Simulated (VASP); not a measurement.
# ZnSe (F-43m) in VASP: further runs

ZnSe is run at these levels: LDA; tasks: relaxation of cell and atoms, single point.

Program: VASP 6.6.1. These are calculated values, not measurements. Logs are shortened: lines on timing, memory, paths and dates and some standing lists are left out, and cuts for length are marked.

## Step 1: The cell of the first run

It takes space group F-43m (No. 216, cubic). Conventional cell: a = 5.668 Å, b = 5.668 Å, c = 5.668 Å, α = 90.00°, β = 90.00°, γ = 90.00°. Within 3.2 Å of Zn (site symmetry -43m) lie 4 Se at 2.45 Å. Within 3.2 Å of Se (site symmetry -43m) lie 4 Zn at 2.45 Å.

## Step 2: Relaxation of cell and atoms, LDA

Contents of INCAR:

```
PREC = Accurate ; ENCUT = 600
EDIFF = 1E-7 ; ISMEAR = 0
SIGMA = 0.02 ; LREAL = False
LASPH = True ; NELM = 80
ALGO = Normal ; ISIF = 3
LWAVE = False ; LCHARG = False
GGA = CA ; IBRION = 2
NSW = 100 ; EDIFFG = -0.005
```

Contents of KPOINTS:

```
Automatic mesh
0
Gamma
  8 8 8
```

Contents of POSCAR:

```
ZnSe
1.0
    0.0000000000      2.8338000000      2.8338000000
    2.8338000000      0.0000000000      2.8338000000
    2.8338000000      2.8338000000      0.0000000000
Zn Se
1 1
Direct
    0.0000000000      0.0000000000      0.0000000000
    0.7500000000      0.7500000000      0.7500000000
```

Potentials or basis: VASP PAW LDA potentials, release 64 (Zn, Se).

The run is started by

```
> cat potpaw_LDA.64/Zn/POTCAR potpaw_LDA.64/Se/POTCAR > POTCAR
> mpirun -np 1 vasp_std > vasp.out
```

OUTCAR:

```text
PREC = Accurate
   ENCUT = 600
   EDIFF = 1E-7
   ISMEAR = 0
   LREAL = False
   LASPH = True
   NELM = 80
   ISIF = 3
   GGA = CA
   IBRION = 2
   NSW = 100
   EDIFFG = -0.005

 ion  position               nearest neighbor table
   1  0.000  0.000  0.000-   2 2.45   2 2.45   2 2.45   2 2.45
   2  0.750  0.750  0.750-   1 2.45   1 2.45   1 2.45   1 2.45

  LATTYP: Found a face centered cubic cell.
 ALAT       =     5.6676000000

  Lattice vectors:

 A1 = (   0.0000000000,   2.8338000000,   2.8338000000)
 A2 = (   2.8338000000,   0.0000000000,   2.8338000000)
 A3 = (   2.8338000000,   2.8338000000,   0.0000000000)

Analysis of symmetry for initial positions (statically):
=====================================================================
 Subroutine PRICEL returns:
 Original cell was already a primitive cell.

 Routine SETGRP: Setting up the symmetry group for a
 face centered cubic supercell.

 Subroutine GETGRP returns: Found 24 space group operations
 (whereof 24 operations were pure point group operations)
 out of a pool of 48 trial point group operations.

The static configuration has the point symmetry T_d .

Analysis of symmetry for dynamics (positions and initial velocities):
=====================================================================
 Subroutine PRICEL returns:
 Original cell was already a primitive cell.

 Routine SETGRP: Setting up the symmetry group for a
 face centered cubic supercell.

 Subroutine GETGRP returns: Found 24 space group operations
 (whereof 24 operations were pure point group operations)
 out of a pool of 48 trial point group operations.

The dynamic configuration has the point symmetry T_d .

 Subroutine INISYM returns: Found 24 space group operations
 (whereof 24 operations are pure point group operations),
 and found     1 'primitive' translations

----------------------------------------------------------------------------------------

                                     Primitive cell

  volume of cell :      45.5132

  direct lattice vectors                    reciprocal lattice vectors
     0.000000000  2.833800000  2.833800000    -0.176441527  0.176441527  0.176441527
     2.833800000  0.000000000  2.833800000     0.176441527 -0.176441527  0.176441527
     2.833800000  2.833800000  0.000000000     0.176441527  0.176441527 -0.176441527

  length of vectors
     4.007598393  4.007598393  4.007598393     0.305605690  0.305605690  0.305605690

  position of ions in fractional coordinates (direct lattice)
     0.000000000  0.000000000  0.000000000
     0.750000000  0.750000000  0.750000000

  ion indices of the primitive-cell ions
   primitive index   ion index
                 1           1
                 2           2

----------------------------------------------------------------------------------------

 KPOINTS: Automatic mesh

Automatic generation of k-mesh.
 Grid dimensions read from file:
 generate k-points for:    8    8    8

 Generating k-lattice:

  Cartesian coordinates                     Fractional coordinates (reciprocal lattice)
    -0.022055191  0.022055191  0.022055191     0.125000000  0.000000000  0.000000000
     0.022055191 -0.022055191  0.022055191     0.000000000  0.125000000  0.000000000
     0.022055191  0.022055191 -0.022055191     0.000000000  0.000000000  0.125000000

  Length of vectors
     0.038200711  0.038200711  0.038200711

  Shift w.r.t. Gamma in fractional coordinates (k-lattice)
     0.000000000  0.000000000  0.000000000

 Subroutine IBZKPT returns following result:
 ===========================================

 Found     29 irreducible k-points:

 Following reciprocal coordinates:
            Coordinates               Weight
  0.000000  0.000000  0.000000      1.000000
  0.125000  0.000000  0.000000      8.000000
  0.250000  0.000000  0.000000      8.000000
  0.375000  0.000000  0.000000      8.000000
  0.500000  0.000000  0.000000      4.000000
  0.125000  0.125000  0.000000      6.000000
[... 16 lines left out ...]
  0.500000  0.250000  0.125000     48.000000
 -0.375000  0.250000  0.125000     24.000000
 [... further k-points ...]
   k-points           NKPTS =     29   k-points in BZ     NKDIM =     29   number of bands    NBANDS=     13
   number of dos      NEDOS =    301   number of ions     NIONS =      2
   total plane-waves  NPLWV =  32768
   dimension x,y,z NGX =    32 NGY =   32 NGZ =   32
   dimension x,y,z NGXF=    64 NGYF=   64 NGZF=   64
   ions per type =               1   1
   NGX,Y,Z   is equivalent  to a cutoff of  13.27, 13.27, 13.27 a.u.
   NGXF,Y,Z  is equivalent  to a cutoff of  26.55, 26.55, 26.55 a.u.
 SYSTEM =  unknown system
   PREC   = accura    normal or accurate (medium, high low for compatibility)
   ISTART =      0    job   : 0-new  1-cont  2-samecut
   ICHARG =      2    charge: 1-file 2-atom 10-const
   ISPIN  =      1    spin polarized calculation?
   LNONCOLLINEAR =      F non collinear calculations
   LSORBIT =      F    spin-orbit coupling
   LASPH  =      T    aspherical Exc in radial PAW
   ENCUT  =  600.0 eV  44.10 Ry    6.64 a.u.   8.00  8.00  8.00*2*pi/ulx,y,z
   NELM   =     80;   NELMIN=  2; NELMDL= -5     # of ELM steps
   EDIFF  = 0.1E-06   stopping-criterion for ELM
   LREAL  =      F    real-space projection
   EDIFFG = -.5E-02   stopping-criterion for IOM
   NSW    =    100    number of steps for IOM
   IBRION =      2    ionic relax: 0-MD 1-quasi-New 2-CG
   NFREE  =      1    steps in history (QN), initial steepest desc. (CG)
   ISIF   =      3    stress and relaxation
   ISYM   =      2    0-nonsym 1-usesym 2-fastsym
   POTIM  = 0.5000    time-step for ionic-motion
   TEBEG  =    0.0;   TEEND  =   0.0 temperature during run
   PSTRESS=    0.0 pullay stress
   NELECT =      18.0000    total number of electrons
   NUPDOWN=      -1.0000    fix difference up-down
   EMIN   =  10.00;   EMAX   =-10.00  energy-range for DOS
   EFERMI =   0.00;   METHOD = LEGACY
   ISMEAR =     0;   SIGMA  =   0.02  broadening in eV -4-tet -1-fermi 0-gaus
   EFERMI_NEDOS =   21; number of points for ismear=-14 and -15
   IALGO  =     38    algorithm
   IMIX   =      4    mixing-type and parameters
     AMIX     =   0.40;   BMIX     =  1.00
     AMIX_MAG =   1.60;   BMIX_MAG =  1.00
  volume/ion in A,a.u.               =      22.76       153.57
  Fermi-wavevector in a.u.,A,eV,Ry     =   1.201673  2.270834 19.647073  1.444019
  Thomas-Fermi vector in A             =   2.337476
   LORBIT       =      0    0 simple, 1 ext, 2 COOP (PROOUT), +10 PAW based schemes
   GGA     = CA    functional components
   LHFCALC =     F    Hartree Fock is set to
   AEXX    =    0.0000 exact exchange contribution
   IVDW    =     0    specifies the selected vdW correction
   LEPSILON=     F    determine dielectric tensor
   LRPA    =     F    only Hartree local field effects (RPA)
 conjugate gradient relaxation of ions
 non-spin polarized calculation
 Gauss-broadening in eV      SIGMA  =   0.02
  energy-cutoff  :      600.00
  volume of cell :       45.51
 maximum number of plane-waves:      1540
   NGX = 17   NGY = 17   NGZ = 17

--------------------------------------- Ionic step        1  -------------------------------------------

 number of electron      17.9999993 magnetization

 Free energy of the ion-electron system (eV)
  ---------------------------------------------------
  ext. energy  EPLUGINS =         0.00000000
  ---------------------------------------------------
  free energy    TOTEN  =        -7.35030490 eV

  energy without entropy =       -7.35030490  energy(sigma->0) =       -7.35030490

------------------------ aborting loop because EDIFF is reached ----------------------------------------

  FORCE on cell =-STRESS in cart. coord.  units (eV):
  Direction    XX          YY          ZZ          XY          YZ          ZX
  --------------------------------------------------------------------------------------
  -------------------------------------------------------------------------------------
  Total       -0.8859609     -0.8859609     -0.8859609      0.0000000     -0.0000000      0.0000000
  in kB      -31.1880010    -31.1880010    -31.1880010      0.0000000     -0.0000000      0.0000000
  external PRESSURE =     -31.1880010 kB  Pullay stress =       0.0000000 kB

 VOLUME and BASIS-vectors are now :
 -----------------------------------------------------------------------------
  energy-cutoff  :      600.00
  volume of cell :       45.51
      direct lattice vectors                 reciprocal lattice vectors
     0.000000000  2.833800000  2.833800000    -0.176441527  0.176441527  0.176441527
     2.833800000  0.000000000  2.833800000     0.176441527 -0.176441527  0.176441527
     2.833800000  2.833800000  0.000000000     0.176441527  0.176441527 -0.176441527
[... 37 lines left out ...]
 POSITION                                       TOTAL-FORCE (eV/Angst)
 -----------------------------------------------------------------------------------
      5.54648      5.54648      5.54648        -0.000000     -0.000000     -0.000000
      4.15986      4.15986      4.15986         0.000000      0.000000      0.000000
 -----------------------------------------------------------------------------------
    total drift:                               -0.000000     -0.000000     -0.000001

  FREE ENERGIE OF THE ION-ELECTRON SYSTEM (eV)
  ---------------------------------------------------
  free  energy   TOTEN  =        -7.3698056343 eV

  energy  without entropy=       -7.3698056343  energy(sigma->0) =       -7.36980563

--------------------------------------- Ionic step        3  -------------------------------------------

 number of electron      17.9999991 magnetization

 Free energy of the ion-electron system (eV)
  ---------------------------------------------------
  ext. energy  EPLUGINS =         0.00000000
  ---------------------------------------------------
  free energy    TOTEN  =        -7.37233444 eV

  energy without entropy =       -7.37233444  energy(sigma->0) =       -7.37233444

 E-fermi :   2.0601     XC(G=0):  -9.9171

 val. band max:        1.9486341019   @ k =   0.0000   0.0000   0.0000
 cond. band min:       3.2189696639   @ k =   0.0000   0.0000   0.0000
 fundamental gap:      1.2703355620
 Fermi energy:         2.0600714959

 k-point     1 :       0.0000    0.0000    0.0000
  band No.  band energies     occupation
      1     -11.6659      2.00000
      2      -4.9187      2.00000
      3      -4.9187      2.00000
      4      -4.9187      2.00000
      5      -4.5146      2.00000
      6      -4.5146      2.00000
      7       1.9486      2.00000
      8       1.9486      2.00000
      9       1.9486      2.00000
     10       3.2190      0.00000
     11       7.6337      0.00000
     12       7.6337      0.00000
     13       7.6337      0.00000

 k-point     2 :       0.1250    0.0000    0.0000
  band No.  band energies     occupation
      1     -11.5549      2.00000
      2      -4.9145      2.00000
      3      -4.9013      2.00000
      4      -4.9013      2.00000
      5      -4.5163      2.00000
      6      -4.5163      2.00000
      7       0.5423      2.00000
      8       1.7800      2.00000
      9       1.7800      2.00000
     10       4.2376      0.00000
     11       7.5925      0.00000
[... 339 lines left out ...]
 k-point    24 :      -0.3750    0.2500    0.1250
  band No.  band energies     occupation
      1     -10.6379      2.00000
      2      -4.8103      2.00000
      3      -4.7660      2.00000
      4      -4.5546      2.00000
      5      -4.5075      2.00000
      6      -4.2778      2.00000
      7      -3.2885      2.00000
      8      -0.6762      2.00000
      9       0.3403      2.00000
     10       6.1892      0.00000
     11       7.3129      0.00000
     12       9.3766      0.00000
     13      10.6337      0.00000

 [... further k-points ...]
[... 5 lines left out ...]
  --------------------------------------------------------------------------------------
  -------------------------------------------------------------------------------------
  Total       -0.0005294     -0.0005294     -0.0005294      0.0000000      0.0000000      0.0000000
  in kB       -0.0195688     -0.0195688     -0.0195688      0.0000000      0.0000000      0.0000000
  external PRESSURE =      -0.0195688 kB  Pullay stress =       0.0000000 kB

 VOLUME and BASIS-vectors are now :
 -----------------------------------------------------------------------------
  energy-cutoff  :      600.00
  volume of cell :       43.34
      direct lattice vectors                 reciprocal lattice vectors
     0.000000000  2.788055893  2.788055893    -0.179336433  0.179336433  0.179336433
     2.788055893 -0.000000000  2.788055893     0.179336433 -0.179336433  0.179336433
     2.788055893  2.788055893  0.000000000     0.179336433  0.179336433 -0.179336433

 POSITION                                       TOTAL-FORCE (eV/Angst)
 -----------------------------------------------------------------------------------
      0.00000      0.00000      0.00000         0.000000      0.000000      0.000000
      4.18208      4.18208      4.18208        -0.000000     -0.000000     -0.000000
 -----------------------------------------------------------------------------------
    total drift:                               -0.000000     -0.000000     -0.000000

  FREE ENERGIE OF THE ION-ELECTRON SYSTEM (eV)
  ---------------------------------------------------
  free  energy   TOTEN  =        -7.3723344419 eV

  energy  without entropy=       -7.3723344419  energy(sigma->0) =       -7.37233444

 reached required accuracy - stopping structural energy minimisation
```

It took 29 s on 1 thread of Intel Xeon Platinum 8488C (Sapphire Rapids), shared host; peak memory 0.17 GiB.

Results:

| Quantity | Value |
| --- | --- |
| Free energy | -7.3723 eV |
| Relaxed volume | 21.67 Å³/atom |
| Relaxed cell | a = 3.943 Å, b = 3.943 Å, c = 3.943 Å, α = 60.00°, β = 60.00°, γ = 60.00° |
| Space group after relaxing (to 0.05 Å) | F-43m (No. 216) |
| Energy gained by relaxing | 11.0 meV/atom |
| Ionic steps | 3 |
| Pressure after relaxing | 0.0 GPa |
| Band gap on the k mesh | 1.27 eV, direct |

The path:
| step | energy change (eV) | largest force (eV/Å) | pressure (GPa) | volume (Å³) |
| --- | --- | --- | --- | --- |
| 1 | 0.0000 | 0.0000 | -3.12 | 45.51 |
| 2 | -0.0195 | 0.0000 | 1.17 | 42.66 |
| 3 | -0.0220 | 0.0000 | 0.00 | 43.34 |

Final structure:
```
Zn Se
1.0
     0.00000    2.78806    2.78806
     2.78806    0.00000    2.78806
     2.78806    2.78806    0.00000
Zn Se
1 1
Direct
  0.00000 0.00000 0.00000
  0.75000 0.75000 0.75000
```

## Step 3: Single point, LDA

This run uses another cell than the first one, of 17.95 Å³/atom, 0.789 times its volume.

Contents of INCAR:

```
SYSTEM = ZnSe
PREC = Accurate
ENCUT = 520
EDIFF = 1E-7
ISMEAR = 0
SIGMA = 0.01
LREAL = .FALSE.
LASPH = .TRUE.
NELM = 100
ALGO = Normal
ISIF = 2
LWAVE = .FALSE.
LCHARG = .FALSE.
GGA = CA
NBANDS = 16
```

Contents of KPOINTS:

```
regular mesh
0
G
  8 8 8
  0 0 0
```

Contents of POSCAR:

```
ZnSe
1.0
    0.0000000000      2.6183408279      2.6183408279
    2.6183408279      0.0000000000      2.6183408279
    2.6183408279      2.6183408279      0.0000000000
Zn Se
1 1
Direct
    0.0000000000      0.0000000000      0.0000000000
    0.7500000000      0.7500000000      0.7500000000
```

Potentials or basis: VASP PAW LDA potentials, release 64 (Zn, Se).

The run is started by

```
> cat potpaw_LDA.64/Zn/POTCAR potpaw_LDA.64/Se/POTCAR > POTCAR
> mpirun -np 1 vasp_std > vasp.out
```

OUTCAR:

```text
SYSTEM = ZnSe
   PREC = Accurate
   ENCUT = 520
   EDIFF = 1E-7
   ISMEAR = 0
   LREAL = .FALSE.
   LASPH = .TRUE.
   NELM = 100
   ISIF = 2
   GGA = CA

 ion  position               nearest neighbor table
   1  0.000  0.000  0.000-   2 2.27   2 2.27   2 2.27   2 2.27
   2  0.750  0.750  0.750-   1 2.27   1 2.27   1 2.27   1 2.27

  LATTYP: Found a face centered cubic cell.
 ALAT       =     5.2366816558

  Lattice vectors:

 A1 = (   0.0000000000,   2.6183408279,   2.6183408279)
 A2 = (   2.6183408279,   0.0000000000,   2.6183408279)
 A3 = (   2.6183408279,   2.6183408279,   0.0000000000)
[... 624 lines left out ...]
      4      -3.4330      2.00000
      5      -3.3218      2.00000
      6      -2.9893      2.00000
[... 8 lines left out ...]
     15      17.3011      0.00000
     16      18.5698      0.00000

 [... further k-points ...]
[... 5 lines left out ...]
  --------------------------------------------------------------------------------------
  -------------------------------------------------------------------------------------
  Total        4.6453107      4.6453107      4.6453107      0.0000000      0.0000000     -0.0000000
  in kB      207.3083604    207.3083604    207.3083604      0.0000000      0.0000000     -0.0000000
  external PRESSURE =     207.3083604 kB  Pullay stress =       0.0000000 kB

 VOLUME and BASIS-vectors are now :
 -----------------------------------------------------------------------------
  energy-cutoff  :      520.00
  volume of cell :       35.90
      direct lattice vectors                 reciprocal lattice vectors
     0.000000000  2.618340828  2.618340828    -0.190960625  0.190960625  0.190960625
     2.618340828  0.000000000  2.618340828     0.190960625 -0.190960625  0.190960625
     2.618340828  2.618340828  0.000000000     0.190960625  0.190960625 -0.190960625

 POSITION                                       TOTAL-FORCE (eV/Angst)
 -----------------------------------------------------------------------------------
      0.00000      0.00000      0.00000         0.000000      0.000000      0.000000
      3.92751      3.92751      3.92751        -0.000000     -0.000000     -0.000000
 -----------------------------------------------------------------------------------
    total drift:                               -0.000001     -0.000001     -0.000001

  FREE ENERGIE OF THE ION-ELECTRON SYSTEM (eV)
  ---------------------------------------------------
  free  energy   TOTEN  =        -6.9655207134 eV

  energy  without entropy=       -6.9655207134  energy(sigma->0) =       -6.96552071
```

stdout:

```text
POSCAR found type information on POSCAR ZnSe
 POSCAR found :  2 types and       2 ions
 scaLAPACK will be used
 LDA part: xc-table for (Slater(with rela. corr.)+CA(PZ))
 , standard interpolation
 POSCAR, INCAR and KPOINTS ok, starting setup
 FFT: planning ... GRIDC
 FFT: planning ... GRID_SOFT
 FFT: planning ... GRID
 WAVECAR not read
 entering main loop
```

Wall time 12 s (1 thread of Intel Xeon Platinum 8488C (Sapphire Rapids), shared host); peak memory 0.15 GiB.

Results:

```yaml
Free_energy: -6.9655 eV
Pressure: 20.7 GPa
Band_gap_on_the_k_mesh: 2.12 eV, direct
```

Levels at points of the mesh, in eV from the valence-band top:
| k point | band 7 | band 8 | band 9 | band 10 | band 11 | band 12 |
| --- | --- | --- | --- | --- | --- | --- |
| (0.00, 0.00, 0.00) | 0.00 | 0.00 | 0.00 | 2.12 | 5.54 | 5.54 |
| (0.50, 0.00, 0.00) | -6.92 | -1.29 | -1.29 | 2.78 | 6.15 | 6.15 |
| (0.50, 0.50, 0.00) | -5.96 | -3.20 | -3.20 | 2.19 | 3.13 | 12.54 |

A k mesh can miss the band edges. LDA gaps usually lie below the measured ones, often by a third to a half.
